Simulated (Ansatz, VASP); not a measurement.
# One calculation of HfN, two programs

File POSCAR:

```
HfN
1.0
    2.8250300000      0.0000000000      0.0000000000
    0.0000000000      2.8250300000      0.0000000000
    0.0000000000      0.0000000000      2.8250300000
Hf N
1 1
Direct
    0.5000000000      0.5000000000      0.5000000000
    0.0000000000      0.0000000000      0.0000000000
```

The input INCAR.step1:

```
SYSTEM = HfN
PREC = Accurate
ENCUT = 520
ISMEAR = -1
SIGMA = 0.05
LREAL = .FALSE.
LASPH = .TRUE.
NELM = 150
LMAXMIX = 4
LDAU = .TRUE.
LDAUTYPE = 2
LDAUL = 2 -1
LDAUU = 4 0
LDAUJ = 0 0
NBANDS = 14
GGA = PE
ALGO = Normal
EDIFF = 1E-4
LWAVE = .TRUE.
LCHARG = .FALSE.
```

INCAR.step2

```
SYSTEM = HfN
PREC = Accurate
ENCUT = 520
EDIFF = 1E-6
ISMEAR = -1
SIGMA = 0.05
LREAL = .FALSE.
LASPH = .TRUE.
NELM = 150
ALGO = Normal
ISIF = 2
LWAVE = .FALSE.
LCHARG = .FALSE.
LMAXMIX = 4
LDAU = .TRUE.
LDAUTYPE = 2
LDAUL = 2 -1
LDAUU = 4 0
LDAUJ = 0 0
LDAUPRINT = 1
METAGGA = R2SCAN
LMIXTAU = .TRUE.
NBANDS = 14
ISTART = 1
```

Contents of KPOINTS:

```
regular mesh
0
G
  9 9 9
  0 0 0
```

File input.yaml:

```yaml
crystal:
  lattice:
    - [2.82503, 0.0, 0.0]
    - [0.0, 2.82503, 0.0]
    - [0.0, 0.0, 2.82503]
  atoms:
    - { symbol: Hf, position: [0.5, 0.5, 0.5] }
    - { symbol: "N", position: [0.0, 0.0, 0.0] }
hamiltonian:
  xc: r2scan
  pseudopotentials: { kind: paw }
  hubbard: { sites: [{ species: Hf, l: d, u_eff: 4.0 }] }
kpoints:
  mp_grid: { grid: [9, 9, 9] }
  band_path:
    path:
      - [[0.0, 0.0, 0.0], [0.0, 0.5, 0.0], [0.5, 0.5, 0.0], [0.0, 0.0, 0.0], [0.5, 0.5, 0.5], [0.0, 0.5, 0.0]]
      - [[0.5, 0.5, 0.0], [0.5, 0.5, 0.5]]
    npoints: 14
scf:
  occupations: { method: fermi_dirac, width: 0.05 }
  n_extra_bands: 6
output:
  forces: true
  stress: true
  eigenvalues: true
  fatbands: false
```

Alike in both runs: functional r2SCAN; k mesh 9 × 9 × 9; occupations fermi-dirac, width 0.05 eV; no spin polarisation; Hubbard terms Hf d U = 4.0 eV.

```csv
,VASP,Ansatz
version,VASP 6.6.1,Ansatz 0.2.0
potentials or method,"VASP PAW PBE potentials, release 64 (Hf_pv, N)",Ansatz PAW
plane-wave cutoff (eV),520,500
valence electrons in the cell,15,31
task,single point,band structure
```

|  | VASP | Ansatz | Ansatz less VASP |
| --- | --- | --- | --- |
| gap on the k mesh at the Fermi level (eV) | none | none | - |
| pressure (GPa) | 7.6 | 1.4 | -6.23 |

VASP's potentials were made for PBE, not for r2SCAN. The programs project onto different local orbitals, so the same U acts differently, and such runs can settle in different states. A gap of «none» marks a metal or a gap that the smearing closes. VASP's potentials hold 15 valence electrons a cell and Ansatz's 31, so a difference there can come from the potentials and not from the codes.

Neither program's run includes spin-orbit coupling.
